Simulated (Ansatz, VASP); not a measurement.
# Two plane-wave programs on BeTe

POSCAR

```
BeTe
1.0
    3.3650594837      0.0000000000      0.0000000000
    0.0000000000      3.3650594837      0.0000000000
    0.0000000000      0.0000000000      3.3650594837
Be Te
1 1
Direct
    0.0000000000      0.0000000000      0.0000000000
    0.5000000000      0.5000000000      0.5000000000
```

The input INCAR.step1:

```
SYSTEM = BeTe
PREC = Accurate ; ENCUT = 520
EDIFF = 1E-5 ; ISMEAR = -1
SIGMA = 0.02 ; LREAL = .False.
LASPH = .True. ; NELM = 100
ALGO = Normal ; ISIF = 2
LWAVE = .True. ; LCHARG = .False.
NBANDS = 11 ; GGA = PE
```

The input INCAR.step2:

```
SYSTEM = BeTe
PREC = Accurate ; ENCUT = 520
EDIFF = 1E-7 ; ISMEAR = -1
SIGMA = 0.02 ; LREAL = .False.
LASPH = .True. ; NELM = 100
ALGO = Normal ; ISIF = 2
LWAVE = .False. ; LCHARG = .False.
GGA = PE ; LHFCALC = .True.
AEXX = 0.3 ; PRECFOCK = Normal
NBANDS = 11 ; ISTART = 1
```

The input KPOINTS:

```
Automatic mesh
0
Gamma
  4 4 4
  0 0 0
```

Input for Ansatz:

```yaml
crystal:
  lattice:
    - [3.3650594837, 0.0, 0.0]
    - [0.0, 3.3650594837, 0.0]
    - [0.0, 0.0, 3.3650594837]
  atoms:
    - { symbol: Be, position: [0.0, 0.0, 0.0] }
    - { symbol: Te, position: [0.5, 0.5, 0.5] }
kpoints:
  mp_grid: { grid: [4, 4, 4] }
hamiltonian:
  xc: { exchange: pbe, correlation: pbe, exx: { coeff: 0.3 } }
scf:
  occupations: { method: fermi_dirac, width: 0.02 }
  n_extra_bands: 4
output:
  forces: true
  stress: true
  eigenvalues: true
```

Alike in both runs: task single point; functional PBE-based global hybrid with a share of 0.3 of exact exchange; k mesh 4 × 4 × 4; occupations fermi-dirac, width 0.02 eV; no spin polarisation.

|  | VASP | Ansatz |
| --- | --- | --- |
| version | VASP 6.6.1 | Ansatz 0.2.0 |
| potentials or method | VASP PAW PBE potentials, release 64 (Be, Te) | plane waves |
| plane-wave cutoff (eV) | 520 | 420 |
| valence electrons in the cell | 8 | 18 |

Ansatz gave:

| Property | Result |
| --- | --- |
| pressure (GPa) | -3.2 |

**Question.** Which values does VASP return?

**Answer.** Pressure (GPa): -3.9.

VASP's potentials were made for PBE, not for PBE-based global hybrid. The functional is the same, so the differences come from potentials, cutoffs and numerics. VASP's potentials hold 8 valence electrons a cell and Ansatz's 18, so a difference there can come from the potentials and not from the codes. Ansatz's warnings: filled band counts differ across k points, stress exchange threshold loose, stress scf threshold loose.

The k mesh is coarse, so the values compare programs but aren't converged. Spin-orbit coupling is off throughout.
